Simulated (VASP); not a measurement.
Crystal: GaN.

```
Ga N
1.0
     0.00000    2.27421    2.27421
     2.27421    0.00000    2.27421
     2.27421    2.27421    0.00000
Ga N
1 1
Cartesian
  0.0000 0.0000 0.0000
  3.4113 3.4113 3.4113
```

- Program: VASP 6.6.1
- Task: relaxation of cell and atoms
- Functional: r2SCAN
- Potentials or basis: VASP PAW PBE potentials, release 64 (Ga_d, N)
- Cutoff: 600 eV
- k mesh: 8 × 8 × 8
- Occupations: fermi-dirac, width 0.02 eV
- Spin: no spin polarisation

At the start: pressure -5.1 GPa; volume 11.76 Å³/atom.

**Question.** Where does the relaxation end?

**Answer.** Over 4 steps the energy falls by 5.3 meV/atom and the volume is 11.44 Å³/atom (-2.7 %); space group F-43m (No. 216, to 0.05 Å).

The path:
| step | energy change (eV) | largest force (eV/Å) | pressure (GPa) | volume (Å³) |
| --- | --- | --- | --- | --- |
| 1 | 0.0000 | 0.0000 | -5.09 | 23.52 |
| 2 | -0.0005 | 0.0000 | 6.23 | 22.28 |
| 3 | -0.0107 | 0.0000 | 0.19 | 22.86 |
| 4 | -0.0107 | 0.0000 | -0.06 | 22.88 |

Final structure:
```cif
data_structure
_symmetry_space_group_name_H-M 'P 1'
_symmetry_Int_Tables_number 1
_cell_length_a 3.1867
_cell_length_b 3.1867
_cell_length_c 3.1867
_cell_angle_alpha 60.000
_cell_angle_beta 60.000
_cell_angle_gamma 60.000
_cell_volume 22.88
loop_
_atom_site_label
_atom_site_type_symbol
_atom_site_fract_x
_atom_site_fract_y
_atom_site_fract_z
_atom_site_occupancy
Ga1 Ga 0.00000 0.00000 0.00000 1
N1 N 0.75000 0.75000 0.75000 1
```

Caveat: the PAW data sets were made with another functional, which shifts forces and pressure a little.
